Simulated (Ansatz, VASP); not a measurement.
# Two plane-wave programs on SrTiO3

File INCAR:

```
SYSTEM = SrTiO3
PREC = Accurate
ENCUT = 520
EDIFF = 1E-6
ISMEAR = 0
SIGMA = 0.05
LREAL = .False.
LASPH = .True.
NELM = 100
ALGO = Normal
ISIF = 2
LWAVE = .False.
LCHARG = .False.
GGA = PE
NBANDS = 28
```

Contents of KPOINTS:

```
Automatic mesh
0
Gamma
  8 8 8
  0 0 0
```

POSCAR

```
SrTiO3
1.0
    3.8905502681      0.0000000000      0.0000000000
    0.0000000000      3.8905502681      0.0000000000
    0.0000000000      0.0000000000      4.0281277780
Sr Ti O
1 1 3
Direct
    0.0034176272      0.0000000000      0.0000000000
    0.5161346144      0.5000000000      0.5000000000
   -0.0243877070      0.5000000000      0.5000000000
    0.4786990076      0.0000000000      0.5000000000
    0.4786990076      0.5000000000      0.0000000000
```

Input for Ansatz:

```yaml
crystal:
  lattice:
    - [3.8905502681, 0.0, 0.0]
    - [0.0, 3.8905502681, 0.0]
    - [0.0, 0.0, 4.028127778]
  atoms:
    - { symbol: Sr, position: [0.0034176272, 0.0, 0.0] }
    - { symbol: Ti, position: [0.5161346144, 0.5, 0.5] }
    - { symbol: O, position: [-0.024387707, 0.5, 0.5] }
    - { symbol: O, position: [0.4786990076, 0.0, 0.5] }
    - { symbol: O, position: [0.4786990076, 0.5, 0.0] }
basis:
  ecutwfc: 520.0
kpoints:
  mp_grid: { grid: [8, 8, 8] }
hamiltonian:
  xc: pbe
  pseudopotentials: { kind: paw, azcp: { folder: soft_1 } }
scf:
  occupations: { method: gaussian, width: 0.05 }
output:
  forces: true
  stress: true
  eigenvalues: true
```

Change from the starting cell: mode 1 frozen in at -0.096 Å, strain +e along z and -e/2 along x and y +0.0233.

Alike in both runs: task single point; functional PBE; k mesh 8 × 8 × 8; occupations gaussian, width 0.05 eV; no spin polarisation.

|  | VASP | Ansatz |
| --- | --- | --- |
| version | VASP 6.6.1 | Ansatz 0.2.0 |
| potentials or method | VASP PAW PBE potentials, release 64 (Sr_sv, Ti_sv, O), cutoff 520 eV | scalar-relativistic, plane waves, PAW |
| valence electrons in the cell | 40 | 40 |

|  | VASP | Ansatz | Ansatz less VASP |
| --- | --- | --- | --- |
| gap on the k mesh at the Fermi level (eV) | 1.90 | 1.93 | +0.037 |
| least direct gap on the mesh (eV) | 2.43 | 2.45 | +0.024 |
| pressure (GPa) | 2.9 | 2.3 | -0.62 |
| traceless stress, the component that is largest in VASP (GPa) | -6.28 | -6.16 | +0.127 |
| rms of the force components (eV/Å) | 0.305 | 0.275 | -0.0292 |

Atom by atom the forces differ by 0.030 eV/Å (rms over components).
